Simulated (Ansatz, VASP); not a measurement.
Two plane-wave programs on CuSn3

Contents of INCAR:

```
PREC = Accurate ; ENCUT = 520
EDIFF = 1E-6 ; ISMEAR = 0
SIGMA = 0.1 ; LREAL = False
LASPH = True ; NELM = 100
ALGO = Fast ; ISIF = 2
LWAVE = False ; LCHARG = False
GGA = PE ; NBANDS = 34
```

The input KPOINTS:

```
Automatic mesh
0
Gamma
  4 4 4
```

POSCAR

```
CuSn3
1.0
    0.0000000000      3.5900817400      3.5900817400
    3.5900817400      0.0000000000      3.5900817400
    3.5900817400      3.5900817400      0.0000000000
Cu Sn
1 3
Direct
    0.0000000000      0.0000000000      0.0000000000
    0.5000000000      0.5000000000      0.5000000000
    0.2500000000      0.2500000000      0.2500000000
    0.7500000000      0.7500000000      0.7500000000
```

Input for Ansatz:

```yaml
crystal:
  lattice:
    - [0.0, 3.59008174, 3.59008174]
    - [3.59008174, 0.0, 3.59008174]
    - [3.59008174, 3.59008174, 0.0]
  atoms:
    - { symbol: Cu, position: [0.0, 0.0, 0.0] }
    - { symbol: Sn, position: [0.5, 0.5, 0.5] }
    - { symbol: Sn, position: [0.25, 0.25, 0.25] }
    - { symbol: Sn, position: [0.75, 0.75, 0.75] }
basis:
  ecutwfc: 420
kpoints:
  mp_grid: { grid: [4, 4, 4] }
hamiltonian:
  xc: pbe
scf:
  occupations: { method: gaussian, width: 0.1 }
  lower_state_search: "off"
output:
  forces: true
  stress: true
  eigenvalues: true
```

Alike in both runs: task single point; functional PBE; k mesh 4 × 4 × 4; occupations gaussian, width 0.1 eV; no spin polarisation.

```csv
,VASP,Ansatz
version,VASP 6.6.1,Ansatz 0.2.0
potentials or method,"VASP PAW PBE potentials, release 64 (Cu, Sn_d), cutoff 520 eV","scalar-relativistic, plane waves, PAW"
valence electrons in the cell,53,61
```

```csv
,VASP,Ansatz,Ansatz less VASP
gap on the k mesh at the Fermi level (eV),none,none,-
pressure (GPa),1.9,1.9,+0.02
```

A gap of «none» marks a metal or a gap that the smearing closes. The functional is the same, so the differences come from potentials, cutoffs and numerics. VASP's potentials hold 53 valence electrons a cell and Ansatz's 61, so a difference there can come from the potentials and not from the codes.

The k mesh is coarse, so the values compare programs but aren't converged.
